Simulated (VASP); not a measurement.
Here is a VASP 6.6.1 calculation.

The input INCAR:

```
PREC = Accurate
ENCUT = 520
EDIFF = 1E-6
ISMEAR = 0
SIGMA = 0.2
LREAL = F
LASPH = T
NELM = 80
ALGO = Normal
ISIF = 2
LWAVE = F
LCHARG = T
GGA = PE
LELF = T
LVHAR = T
NBANDS = 58
```

File KPOINTS:

```
Automatic mesh
0
Gamma
  4 4 4
```

POSCAR

```
AgO2
1.0
    5.3696037669     -0.0003718583     -0.0010199831
   -0.0001421918      5.3780004814     -0.0011804988
   -0.0009087517     -0.0010529331      5.4056727348
Ag O
4 8
Direct
    0.5000006811      0.4999619121     -0.0000131916
    0.0000218400      0.5000322193      0.5000151370
    0.0000002729      0.0000012884      0.0000310889
    0.5000201031      0.0000190909      0.4999836910
    0.9250906154      0.0748636156      0.5742033071
    0.0748855468      0.9251191184      0.4257654129
    0.5749109574      0.5748522760      0.5742673358
    0.4250435224      0.4251220349      0.4257571803
    0.5749727146      0.9252414093      0.0742271885
    0.4250492593      0.0747920402      0.9257469305
    0.0749315319      0.5748371566      0.9258368656
    0.9250729553      0.4251578384      0.0741790541
```

Potentials or basis: VASP PAW PBE potentials, release 64 (Ag, O).

Command:

```bash
$ cat potpaw_PBE.64/Ag/POTCAR potpaw_PBE.64/O/POTCAR > POTCAR
$ mpirun -np 1 vasp_std > vasp.out
```

Task: Estimate the band gap on the k mesh.

Result: Zero (bands 46 and 47 overlap by 2.13 eV).

Task: Predict the largest force.

Result: 0.294 eV/Å.

Task: What does it give for the pressure?

Result: 0.3 GPa.

Forces on the atoms (eV/Å):
```
Ag   0.000  0.001  0.001
Ag  -0.001 -0.001  0.000
Ag   0.000  0.000 -0.001
Ag  -0.001 -0.001  0.000
O   -0.170  0.170  0.170
O    0.171 -0.169 -0.169
O    0.171  0.170  0.169
O   -0.170 -0.169 -0.170
O    0.169 -0.171  0.169
O   -0.170  0.170 -0.169
O    0.170  0.169 -0.170
O   -0.170 -0.169  0.170
```
